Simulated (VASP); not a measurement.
# Bi (Im-3m) in VASP: settings compared

The runs below take Bi through single point, with r2SCAN, PBE.

Everything below comes from runs of VASP 6.6.1. Logs are shortened: lines on timing, memory, paths and dates and some standing lists are left out, and cuts for length are marked.

### Step 1. The cell of the first run

The structure is cubic, space group Im-3m (No. 229). Conventional cell: a = 4.041 Å, b = 4.041 Å, c = 4.041 Å, α = 90.00°, β = 90.00°, γ = 90.00°. Bi (site symmetry m-3m) has 14 Bi at 3.50 to 4.04 Å within 4.6 Å.

### Step 2. Single point, r2SCAN

The input, POSCAR:

```
Bi
1.0
   -2.0202919770      2.0202919770      2.0202919770
    2.0202919770     -2.0202919770      2.0202919770
    2.0202919770      2.0202919770     -2.0202919770
Bi
1
Direct
    0.0000000000      0.0000000000      0.0000000000
```

The input, INCAR.step1:

```
SYSTEM = Bi
PREC = Accurate
ENCUT = 520
ISMEAR = -1
SIGMA = 0.05
LREAL = .FALSE.
LASPH = .TRUE.
NELM = 100
NBANDS = 14
GGA = PE
ALGO = Normal
EDIFF = 1E-4
LWAVE = .TRUE.
LCHARG = .FALSE.
```

The input, INCAR.step2:

```
SYSTEM = Bi
PREC = Accurate
ENCUT = 520
EDIFF = 1E-6
ISMEAR = -1
SIGMA = 0.05
LREAL = .FALSE.
LASPH = .TRUE.
NELM = 100
ALGO = Normal
ISIF = 2
LWAVE = .FALSE.
LCHARG = .FALSE.
METAGGA = R2SCAN
LMIXTAU = .TRUE.
NBANDS = 14
ISTART = 1
```

The input, KPOINTS:

```
Automatic mesh
0
G
  9 9 9
  0 0 0
```

Potentials or basis: VASP PAW PBE potentials, release 64 (Bi_d).

On the command line:

```console
cat potpaw_PBE.64/Bi_d/POTCAR > POTCAR
cp INCAR.step1 INCAR
mpirun -np 1 vasp_std > vasp.out
cp INCAR.step2 INCAR
mpirun -np 1 vasp_std > vasp.out
```

OUTCAR:

```text
SYSTEM = Bi
   PREC = Accurate
   ENCUT = 520
   EDIFF = 1E-6
   ISMEAR = -1
   LREAL = .FALSE.
   LASPH = .TRUE.
   NELM = 100
   ISIF = 2
   METAGGA = R2SCAN
   ISTART = 1

 ion  position               nearest neighbor table
   1  0.000  0.000  0.000-

  LATTYP: Found a body centered cubic cell.
 ALAT       =     4.0405839540

  Lattice vectors:

 A1 = (  -2.0202919770,   2.0202919770,   2.0202919770)
 A2 = (   2.0202919770,  -2.0202919770,   2.0202919770)
 A3 = (   2.0202919770,   2.0202919770,  -2.0202919770)

Analysis of symmetry for initial positions (statically):
=====================================================================
 Subroutine PRICEL returns:
 Original cell was already a primitive cell.

 Routine SETGRP: Setting up the symmetry group for a
 body centered cubic supercell.

 Subroutine GETGRP returns: Found 48 space group operations
[... 9 lines left out ...]

 Routine SETGRP: Setting up the symmetry group for a
 body centered cubic supercell.

 Subroutine GETGRP returns: Found 48 space group operations
[... 11 lines left out ...]
                                     Primitive cell

  volume of cell :      32.9839

  direct lattice vectors                    reciprocal lattice vectors
    -2.020291977  2.020291977  2.020291977     0.000000000  0.247488980  0.247488980
     2.020291977 -2.020291977  2.020291977     0.247488980  0.000000000  0.247488980
     2.020291977  2.020291977 -2.020291977     0.247488980  0.247488980  0.000000000

  length of vectors
     3.499248350  3.499248350  3.499248350     0.350002272  0.350002272  0.350002272

  position of ions in fractional coordinates (direct lattice)
     0.000000000  0.000000000  0.000000000

  ion indices of the primitive-cell ions
   primitive index   ion index
                 1           1

----------------------------------------------------------------------------------------

 KPOINTS: Automatic mesh

Automatic generation of k-mesh.
 Grid dimensions read from file:
 generate k-points for:    9    9    9

 Generating k-lattice:

  Cartesian coordinates                     Fractional coordinates (reciprocal lattice)
     0.000000000  0.027498776  0.027498776     0.111111111  0.000000000  0.000000000
     0.027498776  0.000000000  0.027498776     0.000000000  0.111111111  0.000000000
     0.027498776  0.027498776  0.000000000     0.000000000  0.000000000  0.111111111

  Length of vectors
     0.038889141  0.038889141  0.038889141

  Shift w.r.t. Gamma in fractional coordinates (k-lattice)
     0.000000000  0.000000000  0.000000000

 Subroutine IBZKPT returns following result:
 ===========================================

 Found     35 irreducible k-points:

 Following reciprocal coordinates:
            Coordinates               Weight
  0.000000  0.000000  0.000000      1.000000
  0.111111  0.000000  0.000000     12.000000
  0.222222  0.000000  0.000000     12.000000
  0.333333  0.000000  0.000000     12.000000
  0.444444  0.000000  0.000000     12.000000
  0.111111  0.111111  0.000000     24.000000
[... 16 lines left out ...]
 -0.333333  0.444444  0.111111     48.000000
 -0.444444 -0.444444  0.111111     24.000000
 [... further k-points ...]
   k-points           NKPTS =     35   k-points in BZ     NKDIM =     35   number of bands    NBANDS=     14
   number of dos      NEDOS =    301   number of ions     NIONS =      1
   total plane-waves  NPLWV =  21952
   dimension x,y,z NGX =    28 NGY =   28 NGZ =   28
   dimension x,y,z NGXF=    56 NGYF=   56 NGZF=   56
   ions per type =               1
   NGX,Y,Z   is equivalent  to a cutoff of  13.30, 13.30, 13.30 a.u.
   NGXF,Y,Z  is equivalent  to a cutoff of  26.61, 26.61, 26.61 a.u.
 SYSTEM =  Bi
   PREC   = accura    normal or accurate (medium, high low for compatibility)
   ISTART =      1    job   : 0-new  1-cont  2-samecut
   ICHARG =      0    charge: 1-file 2-atom 10-const
   ISPIN  =      1    spin polarized calculation?
   LNONCOLLINEAR =      F non collinear calculations
   LSORBIT =      F    spin-orbit coupling
   LASPH  =      T    aspherical Exc in radial PAW
   ENCUT  =  520.0 eV  38.22 Ry    6.18 a.u.   6.51  6.51  6.51*2*pi/ulx,y,z
   NELM   =    100;   NELMIN=  2; NELMDL=  0     # of ELM steps
   EDIFF  = 0.1E-05   stopping-criterion for ELM
   LREAL  =      F    real-space projection
   EDIFFG = 0.1E-04   stopping-criterion for IOM
   NSW    =      0    number of steps for IOM
   IBRION =     -1    ionic relax: 0-MD 1-quasi-New 2-CG
[... 8 lines left out ...]
   EMIN   =  10.00;   EMAX   =-10.00  energy-range for DOS
   EFERMI =   0.00;   METHOD = LEGACY
   ISMEAR =    -1;   SIGMA  =   0.05  broadening in eV -4-tet -1-fermi 0-gaus
   EFERMI_NEDOS =   21; number of points for ismear=-14 and -15
   IALGO  =     38    algorithm
   IMIX   =      4    mixing-type and parameters
     AMIX     =   0.40;   BMIX     =  1.00
     AMIX_MAG =   1.60;   BMIX_MAG =  1.00
  volume/ion in A,a.u.               =      32.98       222.59
  Fermi-wavevector in a.u.,A,eV,Ry     =   1.258938  2.379048 21.564223  1.584926
  Thomas-Fermi vector in A             =   2.392523
   LORBIT       =      0    0 simple, 1 ext, 2 COOP (PROOUT), +10 PAW based schemes
   METAGGA = R2SCAN    functional components
   LHFCALC =     F    Hartree Fock is set to
   AEXX    =    0.0000 exact exchange contribution
   IVDW    =     0    specifies the selected vdW correction
   LEPSILON=     F    determine dielectric tensor
   LRPA    =     F    only Hartree local field effects (RPA)
 non-spin polarized calculation
  energy-cutoff  :      520.00
  volume of cell :       32.98
 maximum number of plane-waves:       935
 NGX is ok and might be reduce to    28
   NGX = 13   NGY = 13   NGZ = 13

 number of electron      15.0000006 magnetization

 Free energy of the ion-electron system (eV)
  ---------------------------------------------------
  ext. energy  EPLUGINS =         0.00000000
  ---------------------------------------------------
  free energy    TOTEN  =       -58.27153098 eV

  energy without entropy =      -58.26777792  energy(sigma->0) =      -58.26965445

 E-fermi :   7.1134     XC(G=0): -10.7519

 val. band max:        7.0789391981   @ k =   0.2222   0.0000   0.0000
 cond. band min:       7.1142624412   @ k =  -0.2222   0.2222   0.1111
 fundamental gap:      0.0353232431
 Fermi energy:         7.1133786682

 k-point     1 :       0.0000    0.0000    0.0000
  band No.  band energies     occupation
      1     -16.5784      2.00000
      2     -16.5784      2.00000
      3     -16.5784      2.00000
      4     -16.4607      2.00000
      5     -16.4607      2.00000
      6      -6.5977      2.00000
      7      12.0395      0.00000
      8      12.0396      0.00000
      9      12.0396      0.00000
     10      16.4887      0.00000
     11      18.3865      0.00000
     12      18.3865      0.00000
     13      18.3865      0.00000
     14      18.9215      0.00000

 k-point     2 :       0.1111    0.0000    0.0000
  band No.  band energies     occupation
      1     -16.5825      2.00000
      2     -16.5709      2.00000
      3     -16.5561      2.00000
      4     -16.4655      2.00000
      5     -16.4617      2.00000
      6      -6.3772      2.00000
      7      10.1289      0.00000
      8      11.4178      0.00000
      9      11.8770      0.00000
     10      16.4364      0.00000
     11      17.1517      0.00000
     12      18.0833      0.00000
     13      18.1144      0.00000
     14      19.8653      0.00000

 k-point     3 :       0.2222    0.0000    0.0000
  band No.  band energies     occupation
      1     -16.5929      2.00000
      2     -16.5556      2.00000
      3     -16.4989      2.00000
      4     -16.4747      2.00000
      5     -16.4643      2.00000
      6      -5.7349      2.00000
      7       7.0789      1.33140
      8      10.2301      0.00000
      9      11.4530      0.00000
     10      14.9477      0.00000
     11      16.0728      0.00000
     12      18.1621      0.00000
     13      19.3975      0.00000
     14      21.9953      0.00000

 k-point     4 :       0.3333    0.0000    0.0000
  band No.  band energies     occupation
      1     -16.6047      2.00000
      2     -16.5491      2.00000
      3     -16.4753      2.00000
      4     -16.4673      2.00000
      5     -16.4332      2.00000
      6      -4.7682      2.00000
      7       4.3089      2.00000
      8       9.2077      0.00000
      9      10.9802      0.00000
     10      13.9966      0.00000
     11      15.3623      0.00000
     12      18.9181      0.00000
     13      20.3231      0.00000
     14      24.4688      0.00000

 k-point     5 :       0.4444    0.0000    0.0000
  band No.  band energies     occupation
      1     -16.6124      2.00000
      2     -16.5525      2.00000
      3     -16.4691      2.00000
      4     -16.4685      2.00000
      5     -16.3896      2.00000
      6      -3.8451      2.00000
      7       2.4462      2.00000
      8       8.6441      0.00000
      9      10.6859      0.00000
     10      13.5404      0.00000
     11      15.0108      0.00000
[... 276 lines left out ...]
 k-point    22 :      -0.4444    0.4444    0.1111
  band No.  band energies     occupation
      1     -16.5882      2.00000
      2     -16.5450      2.00000
      3     -16.4828      2.00000
      4     -16.4713      2.00000
      5     -16.3917      2.00000
      6      -3.6667      2.00000
      7       2.6834      2.00000
      8       8.0383      0.00000
      9       9.5890      0.00000
     10      14.7906      0.00000
     11      15.9874      0.00000
     12      17.5334      0.00000
     13      19.5705      0.00000
     14      25.8652      0.00000

 k-point    23 :      -0.3333    0.4444    0.1111
  band No.  band energies     occupation
      1     -16.5651      2.00000
      2     -16.5317      2.00000
      3     -16.4923      2.00000
      4     -16.4748      2.00000
      5     -16.4132      2.00000
      6      -3.7817      2.00000
      7       3.7042      2.00000
      8       6.6565      1.99978
      9       9.7561      0.00000
     10      14.8290      0.00000
     11      15.7470      0.00000
     12      18.8657      0.00000
     13      19.2863      0.00000
     14      22.8871      0.00000

 k-point    24 :      -0.4444   -0.4444    0.1111
  band No.  band energies     occupation
      1     -16.5672      2.00000
      2     -16.5350      2.00000
      3     -16.4982      2.00000
      4     -16.4640      2.00000
      5     -16.3956      2.00000
      6      -3.2694      2.00000
      7       2.8484      2.00000
      8       6.2895      2.00000
      9       9.7013      0.00000
     10      14.8742      0.00000
     11      16.3767      0.00000
     12      17.5674      0.00000
     13      18.9213      0.00000
     14      25.4486      0.00000

 [... further k-points ...]
[... 5 lines left out ...]
  --------------------------------------------------------------------------------------
  -------------------------------------------------------------------------------------
  Total       -0.6020832     -0.6020832     -0.6020832      0.0000000     -0.0000000      0.0000000
  in kB      -29.2458792    -29.2458792    -29.2458792      0.0000000     -0.0000000      0.0000000
  external PRESSURE =     -29.2458792 kB  Pullay stress =       0.0000000 kB

 VOLUME and BASIS-vectors are now :
 -----------------------------------------------------------------------------
  energy-cutoff  :      520.00
  volume of cell :       32.98
      direct lattice vectors                 reciprocal lattice vectors
    -2.020291977  2.020291977  2.020291977     0.000000000  0.247488980  0.247488980
     2.020291977 -2.020291977  2.020291977     0.247488980  0.000000000  0.247488980
     2.020291977  2.020291977 -2.020291977     0.247488980  0.247488980  0.000000000

 POSITION                                       TOTAL-FORCE (eV/Angst)
 -----------------------------------------------------------------------------------
      0.00000      0.00000      0.00000         0.000000      0.000000      0.000000
 -----------------------------------------------------------------------------------
    total drift:                               -0.000000     -0.000000     -0.000000

  FREE ENERGIE OF THE ION-ELECTRON SYSTEM (eV)
  ---------------------------------------------------
  free  energy   TOTEN  =       -58.2715309775 eV

  energy  without entropy=      -58.2677779205  energy(sigma->0) =      -58.26965445
```

Run time: 35 s. Hardware: 1 thread of Intel Xeon 6975P-C (Granite Rapids), shared host; peak memory 0.16 GiB.

Results:

```yaml
Free_energy: -58.2715 eV
Pressure: -2.9 GPa
```

Levels at points of the mesh, in eV from the Fermi level:
```
           k point  band 5  band 6  band 7  band 8  band 9  band 10
(0.00, 0.00, 0.00)  -23.57  -13.71    4.93    4.93    4.93     9.38
```

Caveat: the PAW data sets were made with another functional, which shifts forces and pressure a little; spin-orbit coupling is left out, which moves the levels of the heavy elements.

(Part 1 of 2 ends here.)
